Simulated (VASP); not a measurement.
Wanted: the native input for a VASP 6.6.1 run.

```yaml
Task: relaxation of cell and atoms
Functional: PBE
Potentials_or_basis: VASP PAW PBE potentials, release 64 (Ca_sv, B, F)
Cutoff: 600 eV
k_mesh: 10 × 10 × 10
Occupations: gaussian, width 0.1 eV
Spin: no spin polarisation
Dipole_correction: no
Further_INCAR_settings: ALGO = Normal; EDIFF = 1e-06; IBRION = 2; EDIFFG = -0.01; NSW = 100; ISIF = 3
```

The structure of CaB3F4 lies in POSCAR:

```
CaB3F4
1.0
   -2.8918202353      2.8918202353      2.8918202353
    2.8918202353     -2.8918202353      2.8918202353
    2.8918202353      2.8918202353     -2.8918202353
Ca B F
1 3 4
Direct
    0.0000000000      0.0000000000      0.0000000000
    0.5000000000      0.5000000000      0.0000000000
    0.5000000000      0.0000000000      0.5000000000
    0.0000000000      0.5000000000      0.5000000000
    0.5000000000      0.5000000000      0.5000000000
    0.0000000000      0.0000000000      0.5000000000
    0.0000000000      0.5000000000      0.0000000000
    0.5000000000      0.0000000000      0.0000000000
```

These files were run (other wordings do the same):

INCAR

```
ALGO = Normal ; EDIFF = 1E-6
EDIFFG = -0.01 ; ENCUT = 600
GGA = PE ; IBRION = 2
ISIF = 3 ; ISMEAR = 0
LASPH = T ; LCHARG = F
LREAL = F ; LWAVE = F
NELM = 60 ; NSW = 100
PREC = Accurate ; SIGMA = 0.1
```

KPOINTS

```
k-points
0
Gamma
  10 10 10
```

Potentials or basis: VASP PAW PBE potentials, release 64 (Ca_sv, B, F).

Run with:

```console
$ cat potpaw_PBE.64/Ca_sv/POTCAR potpaw_PBE.64/B/POTCAR potpaw_PBE.64/F/POTCAR > POTCAR
$ mpirun -np 1 vasp_std > vasp.out
```

Results of the run:

| Item | Value |
| --- | --- |
| Relaxed volume | 12.05 Å³/atom |
| Relaxed cell | a = 5.004 Å, b = 5.004 Å, c = 5.004 Å, α = 109.47°, β = 109.47°, γ = 109.47° |
| Space group after relaxing (to 0.05 Å) | Im-3m (No. 229) |
| Energy gained by relaxing | 0.0 meV/atom |
| Ionic steps | 2 |
| Pressure after relaxing | -0.1 GPa |

Caveat: an odd number of electrons without spin polarisation forces a metal; a magnetic or distorted state may lie lower.

Run time: 6.4 min on 1 thread of AMD EPYC 7R13 Processor (Zen 3), on a shared host, peak memory 0.31 GiB.
